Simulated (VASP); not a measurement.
Wanted: the native input for a VASP 6.6.1 run.

| Property | Result |
| --- | --- |
| Task | single point |
| Functional | r2SCAN |
| Potentials or basis | VASP PAW PBE potentials, release 64 (O, Ca_sv, Se) |
| Cutoff | 520 eV |
| k mesh | 6 × 6 × 6 |
| Occupations | gaussian, width 0.01 eV |
| Spin | no spin polarisation |
| Dipole correction | no |
| Further INCAR settings | ALGO = Normal; EDIFF = 1e-06; NBANDS = 24 |

The system is Ca2SeO.

```
O Ca Se
1.0
     3.88286    0.00000    0.00000
     0.00000    3.88286    0.00000
     0.00000    0.00000    5.21533
O Ca Se
1 2 1
Direct
  0.00000 0.00000 0.00000
  0.00000 0.00000 0.50000
  0.50000 0.50000 0.00000
  0.50000 0.50000 0.50000
```

This cell differs from its parent crystal: uniaxial z strain -5.1%.

These files were run (other wordings do the same):

POSCAR

```
Ca2SeO
1.0
    3.8828618427      0.0000000000      0.0000000000
    0.0000000000      3.8828618427      0.0000000000
    0.0000000000      0.0000000000      5.2153321130
O Ca Se
1 2 1
Direct
    0.0000000000      0.0000000000      0.0000000000
    0.0000000000      0.0000000000      0.5000000000
    0.5000000000      0.5000000000      0.0000000000
    0.5000000000      0.5000000000      0.5000000000
```

INCAR.step1

```
PREC = Accurate
ENCUT = 520
ISMEAR = 0
SIGMA = 0.01
LREAL = F
LASPH = T
NELM = 60
NBANDS = 24
GGA = PE
ALGO = Normal
EDIFF = 1E-4
LWAVE = T
LCHARG = F
```

INCAR.step2

```
PREC = Accurate
ENCUT = 520
EDIFF = 1E-6
ISMEAR = 0
SIGMA = 0.01
LREAL = F
LASPH = T
NELM = 60
ALGO = Normal
ISIF = 2
LWAVE = F
LCHARG = F
METAGGA = R2SCAN
LMIXTAU = T
NBANDS = 24
ISTART = 1
```

KPOINTS

```
regular mesh
0
Gamma
  6 6 6
```

Potentials or basis: VASP PAW PBE potentials, release 64 (O, Ca_sv, Se).

The run is started by

```bash
$ cat potpaw_PBE.64/O/POTCAR potpaw_PBE.64/Ca_sv/POTCAR potpaw_PBE.64/Se/POTCAR > POTCAR
$ cp INCAR.step1 INCAR
$ mpirun -np 1 vasp_std > vasp.out
$ cp INCAR.step2 INCAR
$ mpirun -np 1 vasp_std > vasp.out
```

Results of the run:

```yaml
Pressure: 4.9 GPa
Band_gap_on_the_k_mesh: 2.43 eV
```

Caveat: the cell differs from its parent crystal (uniaxial z strain -5.1%); the cell stands under pressure; the PAW data sets were made with another functional, which shifts forces and pressure a little.

Run time: 3.4 min on 1 thread of Intel(R) Xeon(R) Platinum 8259CL CPU @ 2.50GHz (Skylake/Cascade Lake), with other jobs on the host, peak memory 0.24 GiB.
